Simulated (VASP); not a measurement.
# La2MgReO6 (I4/m) in VASP: single point with PBE+U

Aim: the single point of La2MgReO6 with PBE+U.

Program: VASP 6.6.1. These are calculated values, not measurements. Logs are shortened: lines on timing, memory, paths and dates and some standing lists are left out, and cuts for length are marked.

## 1. The cell of the first run

Symmetry: I4/m, No. 87, tetragonal system. Conventional cell: a = 5.634 Å, b = 5.634 Å, c = 8.085 Å, α = 90.00°, β = 90.00°, γ = 90.00°. Within 2.6 Å of Re (site symmetry 4/m) lie 6 O at 1.94 to 1.96 Å. Within 2.6 Å of O (site symmetry 4) lie 1 Re at 1.96 Å and 1 Mg at 2.08 Å. O (site symmetry m) has 1 Re at 1.94 Å and 1 Mg at 2.08 Å within 2.6 Å. La (site symmetry -4) has 12 O at 2.65 to 3.04 Å and 4 Re at 3.47 Å and 4 Mg at 3.47 Å within 3.5 Å. Mg (site symmetry 4/m) has 6 O at 2.08 Å within 2.8 Å.

## 2. Single point, PBE+U

File INCAR:

```
SYSTEM = La2MgReO6
PREC     = Accurate       ! precision mode
ENCUT    = 520            ! plane-wave cutoff, eV
EDIFF    = 1E-7           ! SCF threshold, eV
ISMEAR   = 1              ! smearing method
SIGMA    = 0.15           ! smearing width, eV
LREAL    = .FALSE.        ! projectors in reciprocal space
LASPH    = .TRUE.         ! aspherical terms in the spheres
NELM     = 150            ! most SCF steps
ALGO     = Normal         ! electronic algorithm
ISIF     = 2              ! what is computed and relaxed
LWAVE    = .FALSE.        ! write WAVECAR
LCHARG   = .FALSE.        ! write CHGCAR
LMAXMIX  = 6              ! l up to which the mixer works
LDAU     = .TRUE.         ! DFT+U
LDAUTYPE = 2            
LDAUL    = -1 -1 3 -1     ! shell
LDAUU    = 0 0 1 0        ! U, eV
LDAUJ    = 0 0 0 0      
LDAUPRINT= 1            
GGA      = PE             ! functional
NBANDS   = 44             ! bands
```

File KPOINTS:

```
regular mesh
0
G
  5 5 5
  0 0 0
```

File POSCAR:

```
La2MgReO6
1.0
    0.0000000000      5.6341490000      0.0000000000
    5.6341490000      0.0000000000      0.0000000000
    2.8170750000      2.8170750000     -4.0425790000
Re O La Mg
1 6 2 1
Direct
    0.5000000000      0.5000000000      0.0000000000
    0.2570000000      0.2570000000      0.4860000000
    0.7430000000      0.7430000000      0.5140000000
    0.2238000000      0.2934000000      0.0000000000
    0.2934000000      0.7762000000      0.0000000000
    0.7762000000      0.7066000000      0.0000000000
    0.7066000000      0.2238000000      0.0000000000
    0.7500000000      0.2500000000      0.5000000000
    0.2500000000      0.7500000000      0.5000000000
    0.0000000000      0.0000000000      0.0000000000
```

Potentials or basis: VASP PAW PBE potentials, release 64 (Re, O, La, Mg).

The run is started by

```sh
cat potpaw_PBE.64/Re/POTCAR potpaw_PBE.64/O/POTCAR potpaw_PBE.64/La/POTCAR potpaw_PBE.64/Mg/POTCAR > POTCAR
mpirun -np 1 vasp_std > vasp.out
```

OUTCAR:

```text
SYSTEM = La2MgReO6
   PREC = Accurate
   ENCUT = 520
   EDIFF = 1E-7
   ISMEAR = 1
   LREAL = .FALSE.
   LASPH = .TRUE.
   NELM = 150
   ISIF = 2
   GGA = PE

 ion  position               nearest neighbor table
   1  0.500  0.500  0.000-   4 1.94   5 1.94   6 1.94   7 1.94   2 1.96   3 1.96   9 3.47   8 3.47
                             9 3.47   8 3.47   8 3.47   9 3.47   8 3.47   9 3.47
   2  0.257  0.257  0.486-   1 1.96  10 2.08   9 2.82   8 2.82   8 2.82   9 2.82
   3  0.743  0.743  0.514-   1 1.96  10 2.08   9 2.82   8 2.82   9 2.82   8 2.82
   4  0.224  0.293  0.000-   1 1.94  10 2.08   8 2.65   9 2.65
   5  0.293  0.776  0.000-   1 1.94  10 2.08   8 2.65   9 2.65
   6  0.776  0.707  0.000-   1 1.94  10 2.08   9 2.65   8 2.65
   7  0.707  0.224  0.000-   1 1.94  10 2.08   9 2.65   8 2.65
   8  0.750  0.250  0.500-   5 2.65   4 2.65   6 2.65   7 2.65   2 2.82   3 2.82   3 2.82   2 2.82
                            10 3.47   1 3.47   1 3.47  10 3.47  10 3.47   1 3.47   1 3.47  10 3.47
   9  0.250  0.750  0.500-   7 2.65   6 2.65   4 2.65   5 2.65   2 2.82   3 2.82   3 2.82   2 2.82
                             1 3.47  10 3.47   1 3.47  10 3.47  10 3.47   1 3.47   1 3.47  10 3.47
  10  0.000  0.000  0.000-   3 2.08   2 2.08   5 2.08   6 2.08   7 2.08   4 2.08   8 3.47   9 3.47
                             8 3.47   9 3.47   8 3.47   9 3.47   9 3.47   8 3.47

  LATTYP: Found a body centered tetragonal cell.
 ALAT       =     5.6341490000
 C/A-ratio  =     1.4350273662

  Lattice vectors:

 A1 = (  -2.8170750000,   2.8170740000,   4.0425790000)
 A2 = (   2.8170740000,  -2.8170750000,   4.0425790000)
 A3 = (   2.8170750000,   2.8170750000,  -4.0425790000)

Analysis of symmetry for initial positions (statically):
=====================================================================
 Subroutine PRICEL returns:
 Original cell was already a primitive cell.

 Routine SETGRP: Setting up the symmetry group for a
 body centered tetragonal supercell.

 Subroutine GETGRP returns: Found  8 space group operations
 (whereof  8 operations were pure point group operations)
 out of a pool of 16 trial point group operations.

The static configuration has the point symmetry C_4h.

Analysis of symmetry for dynamics (positions and initial velocities):
=====================================================================
 Subroutine PRICEL returns:
 Original cell was already a primitive cell.

 Routine SETGRP: Setting up the symmetry group for a
 body centered tetragonal supercell.

 Subroutine GETGRP returns: Found  8 space group operations
 (whereof  8 operations were pure point group operations)
 out of a pool of 16 trial point group operations.

The dynamic configuration has the point symmetry C_4h.

 Subroutine INISYM returns: Found  8 space group operations
 (whereof  8 operations are pure point group operations),
 and found     1 'primitive' translations

----------------------------------------------------------------------------------------

                                     Primitive cell

  volume of cell :     128.3262

  direct lattice vectors                    reciprocal lattice vectors
[... 181 lines left out ...]
  o =  0.0244  v = -0.0000  0.3882 -0.0000 -0.0000 -0.0000 -0.9216  0.0000  0.0000  0.0000  0.0000  0.0000  0.0000  0.0000  0.0000      0.0000  0.0000  0.0000  0.0000  0.0000  0.0000  0.0000  0.0000  0.0000  0.0000  0.0000  0.0000  0.0000  0.0000

atom =   9  type =  3  l = 3

 onsite density matrix

spin component  1

  0.0105 -0.0000  0.0043  0.0000 -0.0012 -0.0000 -0.0000
 -0.0000  0.0162 -0.0000 -0.0000 -0.0000 -0.0034  0.0000
  0.0043 -0.0000  0.0160  0.0000  0.0000  0.0000 -0.0012
  0.0000 -0.0000  0.0000  0.0091  0.0000 -0.0000 -0.0000
 -0.0012 -0.0000  0.0000  0.0000  0.0160 -0.0000 -0.0043
 -0.0000 -0.0034  0.0000 -0.0000 -0.0000  0.0230 -0.0000
 -0.0000  0.0000 -0.0012 -0.0000 -0.0043 -0.0000  0.0105

spin component  2

  0.0105 -0.0000  0.0043  0.0000 -0.0012 -0.0000 -0.0000
 -0.0000  0.0162 -0.0000 -0.0000 -0.0000 -0.0034  0.0000
  0.0043 -0.0000  0.0160  0.0000  0.0000  0.0000 -0.0012
  0.0000 -0.0000  0.0000  0.0091  0.0000 -0.0000 -0.0000
 -0.0012 -0.0000  0.0000  0.0000  0.0160 -0.0000 -0.0043
 -0.0000 -0.0034  0.0000 -0.0000 -0.0000  0.0230 -0.0000
 -0.0000  0.0000 -0.0012 -0.0000 -0.0043 -0.0000  0.0105

 occupancies and eigenvectors

  o =  0.0080  v = -0.7584 -0.0000  0.3480  0.0000 -0.3431 -0.0000 -0.4313  0.0000  0.0000  0.0000  0.0000  0.0000  0.0000  0.0000      0.0000  0.0000  0.0000  0.0000  0.0000  0.0000  0.0000  0.0000  0.0000  0.0000  0.0000  0.0000  0.0000  0.0000
  o =  0.0080  v =  0.0000  0.0000  0.0000  0.0000  0.0000  0.0000  0.0000 -0.7584 -0.0000  0.3480  0.0000 -0.3431 -0.0000 -0.4313      0.0000  0.0000  0.0000  0.0000  0.0000  0.0000  0.0000  0.0000  0.0000  0.0000  0.0000  0.0000  0.0000  0.0000
  o =  0.0080  v = -0.4313 -0.0000  0.3431  0.0000  0.3480  0.0000  0.7584  0.0000  0.0000  0.0000  0.0000  0.0000  0.0000  0.0000      0.0000  0.0000  0.0000  0.0000  0.0000  0.0000  0.0000  0.0000  0.0000  0.0000  0.0000  0.0000  0.0000  0.0000
  o =  0.0080  v =  0.0000  0.0000  0.0000  0.0000  0.0000  0.0000  0.0000 -0.4313 -0.0000  0.3431  0.0000  0.3480  0.0000  0.7584      0.0000  0.0000  0.0000  0.0000  0.0000  0.0000  0.0000  0.0000  0.0000  0.0000  0.0000  0.0000  0.0000  0.0000
  o =  0.0091  v = -0.0000 -0.0000  0.0000 -1.0000  0.0000  0.0000  0.0000  0.0000  0.0000  0.0000  0.0000  0.0000  0.0000  0.0000      0.0000  0.0000  0.0000  0.0000  0.0000  0.0000  0.0000  0.0000  0.0000  0.0000  0.0000  0.0000  0.0000  0.0000
  o =  0.0091  v =  0.0000  0.0000  0.0000  0.0000  0.0000  0.0000  0.0000 -0.0000 -0.0000  0.0000 -1.0000  0.0000  0.0000  0.0000      0.0000  0.0000  0.0000  0.0000  0.0000  0.0000  0.0000  0.0000  0.0000  0.0000  0.0000  0.0000  0.0000  0.0000
  o =  0.0148  v =  0.0000  0.0000  0.0000  0.0000  0.0000  0.0000  0.0000 -0.0000  0.9216  0.0000  0.0000  0.0000  0.3882 -0.0000      0.0000  0.0000  0.0000  0.0000  0.0000  0.0000  0.0000  0.0000  0.0000  0.0000  0.0000  0.0000  0.0000  0.0000
  o =  0.0148  v = -0.0000  0.9216  0.0000  0.0000  0.0000  0.3882 -0.0000  0.0000  0.0000  0.0000  0.0000  0.0000  0.0000  0.0000      0.0000  0.0000  0.0000  0.0000  0.0000  0.0000  0.0000  0.0000  0.0000  0.0000  0.0000  0.0000  0.0000  0.0000
  o =  0.0185  v =  0.0000  0.0000  0.0000  0.0000  0.0000  0.0000  0.0000 -0.4378 -0.0000 -0.6550 -0.0000  0.5763  0.0000 -0.2171      0.0000  0.0000  0.0000  0.0000  0.0000  0.0000  0.0000  0.0000  0.0000  0.0000  0.0000  0.0000  0.0000  0.0000
  o =  0.0185  v = -0.4378 -0.0000 -0.6550 -0.0000  0.5763  0.0000 -0.2171  0.0000  0.0000  0.0000  0.0000  0.0000  0.0000  0.0000      0.0000  0.0000  0.0000  0.0000  0.0000  0.0000  0.0000  0.0000  0.0000  0.0000  0.0000  0.0000  0.0000  0.0000
  o =  0.0185  v = -0.2171  0.0000 -0.5763 -0.0000 -0.6550  0.0000  0.4378  0.0000  0.0000  0.0000  0.0000  0.0000  0.0000  0.0000      0.0000  0.0000  0.0000  0.0000  0.0000  0.0000  0.0000  0.0000  0.0000  0.0000  0.0000  0.0000  0.0000  0.0000
  o =  0.0185  v =  0.0000  0.0000  0.0000  0.0000  0.0000  0.0000  0.0000 -0.2171  0.0000 -0.5763 -0.0000 -0.6550  0.0000  0.4378      0.0000  0.0000  0.0000  0.0000  0.0000  0.0000  0.0000  0.0000  0.0000  0.0000  0.0000  0.0000  0.0000  0.0000
  o =  0.0244  v =  0.0000  0.0000  0.0000  0.0000  0.0000  0.0000  0.0000 -0.0000  0.3882 -0.0000 -0.0000 -0.0000 -0.9216  0.0000      0.0000  0.0000  0.0000  0.0000  0.0000  0.0000  0.0000  0.0000  0.0000  0.0000  0.0000  0.0000  0.0000  0.0000
  o =  0.0244  v = -0.0000  0.3882 -0.0000 -0.0000 -0.0000 -0.9216  0.0000  0.0000  0.0000  0.0000  0.0000  0.0000  0.0000  0.0000      0.0000  0.0000  0.0000  0.0000  0.0000  0.0000  0.0000  0.0000  0.0000  0.0000  0.0000  0.0000  0.0000  0.0000

 number of electron      66.9999995 magnetization

 Free energy of the ion-electron system (eV)
  ---------------------------------------------------
  ext. energy  EPLUGINS =         0.00000000
  ---------------------------------------------------
  free energy    TOTEN  =       -78.75914402 eV

  energy without entropy =      -78.75769992  energy(sigma->0) =      -78.75866265

 E-fermi :   8.8970     XC(G=0): -11.2467

 val. band max:        8.8870179701   @ k =   0.2000   0.2000   0.0000
 cond. band min:       8.9177116247   @ k =  -0.4000   0.0000   0.2000
 fundamental gap:      0.0306936546
 Fermi energy:         8.8969791569

 k-point     1 :       0.0000    0.0000    0.0000
  band No.  band energies     occupation
      1     -24.9693      2.00000
      2     -24.8542      2.00000
      3     -11.7306      2.00000
      4     -11.0764      2.00000
      5     -10.7477      2.00000
      6     -10.6147      2.00000
[... 976 lines left out ...]
     43      10.5162     -0.00000
     44      10.5658     -0.00000

------------------------ aborting loop because EDIFF is reached ----------------------------------------

  FORCE on cell =-STRESS in cart. coord.  units (eV):
  Direction    XX          YY          ZZ          XY          YZ          ZX
  --------------------------------------------------------------------------------------
  -------------------------------------------------------------------------------------
  Total        0.9962380      0.9962380     -0.6366188     -0.0000006      0.0000001      0.0000001
  in kB       12.4382281     12.4382281     -7.9483116     -0.0000074      0.0000010      0.0000010
  external PRESSURE =       5.6427149 kB  Pullay stress =       0.0000000 kB

 VOLUME and BASIS-vectors are now :
 -----------------------------------------------------------------------------
  energy-cutoff  :      520.00
  volume of cell :      128.33
      direct lattice vectors                 reciprocal lattice vectors
     0.000000000  5.634149000  0.000000000     0.000000000  0.177489094  0.123683443
     5.634149000  0.000000000  0.000000000     0.177489094  0.000000000  0.123683443
     2.817075000  2.817075000 -4.042579000     0.000000000  0.000000000 -0.247366842

 POSITION                                       TOTAL-FORCE (eV/Angst)
 -----------------------------------------------------------------------------------
      2.81707      2.81707      0.00000         0.000000      0.000000      0.000000
      2.81707      2.81707     -1.96469         0.000000      0.000000     -1.635356
      5.63415      5.63415     -2.07789        -0.000000     -0.000000      1.635356
      1.65306      1.26092      0.00000        -1.034742     -1.688340      0.000000
      4.37323      1.65306      0.00000         1.688340     -1.034742      0.000000
      3.98109      4.37323      0.00000         1.034742      1.688340      0.000000
      1.26092      3.98109      0.00000        -1.688340      1.034742      0.000000
      2.81707      5.63415     -2.02129        -0.000000      0.000000      0.000000
      5.63415      2.81707     -2.02129         0.000000      0.000000      0.000000
      0.00000      0.00000      0.00000         0.000000      0.000000      0.000000
 -----------------------------------------------------------------------------------
    total drift:                               -0.000000     -0.000000      0.000000

  FREE ENERGIE OF THE ION-ELECTRON SYSTEM (eV)
  ---------------------------------------------------
  free  energy   TOTEN  =       -78.7591440200 eV

  energy  without entropy=      -78.7576999229  energy(sigma->0) =      -78.75866265
```

Run time: 4.1 min. Hardware: 1 thread of Intel Xeon Platinum 8375C at 2.90GHz (Ice Lake), shared host; peak memory 0.34 GiB.

What came out:

```
Free energy   : -78.7591 eV
Pressure      : 0.6 GPa
Largest force : 1.980 eV/Å
```

Forces on the atoms (eV/Å):
```
Re   0.000  0.000  0.000
O    0.000  0.000 -1.635
O    0.000  0.000  1.635
O   -1.035 -1.688  0.000
O    1.688 -1.035  0.000
O    1.035  1.688  0.000
O   -1.688  1.035  0.000
La   0.000  0.000  0.000
La   0.000  0.000  0.000
Mg   0.000  0.000  0.000
```

Stress tensor (GPa, compression positive):
```
 1.24  0.00  0.00
 0.00  1.24  0.00
 0.00  0.00 -0.79
```

Eigenvalues of the final occupation matrices:
| site | spin | trace | eigenvalues |
| --- | --- | --- | --- |
| site 8 f | 1 | 0.10 | 0.01 0.01 0.01 0.01 0.02 0.02 0.02 |
| site 8 f | 2 | 0.10 | 0.01 0.01 0.01 0.01 0.02 0.02 0.02 |
| site 9 f | 1 | 0.10 | 0.01 0.01 0.01 0.01 0.02 0.02 0.02 |
| site 9 f | 2 | 0.10 | 0.01 0.01 0.01 0.01 0.02 0.02 0.02 |

Caveat: spin-orbit coupling is left out, which moves the levels of the heavy elements; an odd number of electrons without spin polarisation forces a metal; a magnetic or distorted state may lie lower; U without spin polarisation on a metal has little footing.
